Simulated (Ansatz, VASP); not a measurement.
## Ti3Al in VASP and in Ansatz

File INCAR:

```
ALGO = Fast
EDIFF = 1E-6
ENCUT = 520
GGA = PE
ISIF = 2
ISMEAR = 0
LASPH = T
LCHARG = F
LREAL = F
LWAVE = F
NBANDS = 28
NELM = 80
PREC = Accurate
SIGMA = 0.15
```

KPOINTS

```
k-points
0
Gamma
  15 15 6
```

POSCAR

```
Ti3Al
1.0
    2.9837618340      0.0000000000      0.0000000000
   -1.4918809170      2.5840135471      0.0000000000
    0.0000000000      0.0000000000      8.9002631747
Ti Al
3 1
Direct
    0.6666666667      0.3333333333      0.0000000000
    0.3333333333      0.6666666667      0.7396251305
    0.3333333333      0.6666666667      0.2603748695
    0.6666666667      0.3333333333      0.5000000000
```

Input for Ansatz:

```yaml
crystal:
  lattice:
    - [2.983761834, 0.0, 0.0]
    - [-1.491880917, 2.5840135471, 0.0]
    - [0.0, 0.0, 8.9002631747]
  atoms:
    - { symbol: Ti, position: [0.6666666667, 0.3333333333, 0.0] }
    - { symbol: Ti, position: [0.3333333333, 0.6666666667, 0.7396251305] }
    - { symbol: Ti, position: [0.3333333333, 0.6666666667, 0.2603748695] }
    - { symbol: Al, position: [0.6666666667, 0.3333333333, 0.5] }
basis:
  ecutwfc: 520.0
kpoints:
  mp_grid: { grid: [15, 15, 6] }
hamiltonian:
  xc: pbe
  pseudopotentials: { kind: paw, azcp: { folder: soft_1 } }
scf:
  occupations: { method: gaussian, width: 0.15 }
output:
  forces: true
  stress: true
  eigenvalues: true
```

Alike in both runs: task single point; functional PBE; k mesh 15 × 15 × 6; occupations gaussian, width 0.15 eV; no spin polarisation.

|  | VASP | Ansatz |
| --- | --- | --- |
| version | VASP 6.6.1 | Ansatz 0.2.0 |
| potentials or method | VASP PAW PBE potentials, release 64 (Ti_sv, Al), cutoff 520 eV | scalar-relativistic, plane waves, PAW |
| valence electrons in the cell | 39 | 39 |

|  | VASP | Ansatz | Ansatz less VASP |
| --- | --- | --- | --- |
| gap on the k mesh at the Fermi level (eV) | none | none | - |
| pressure (GPa) | 0.8 | 0.9 | +0.09 |
| traceless stress, the component that is largest in VASP (GPa) | 6.29 | 6.28 | -0.005 |
| rms of the force components (eV/Å) | 0.378 | 0.374 | -0.0038 |

Atom by atom the forces differ by 0.004 eV/Å (rms over components). A gap of «none» marks a metal or a gap that the smearing closes.
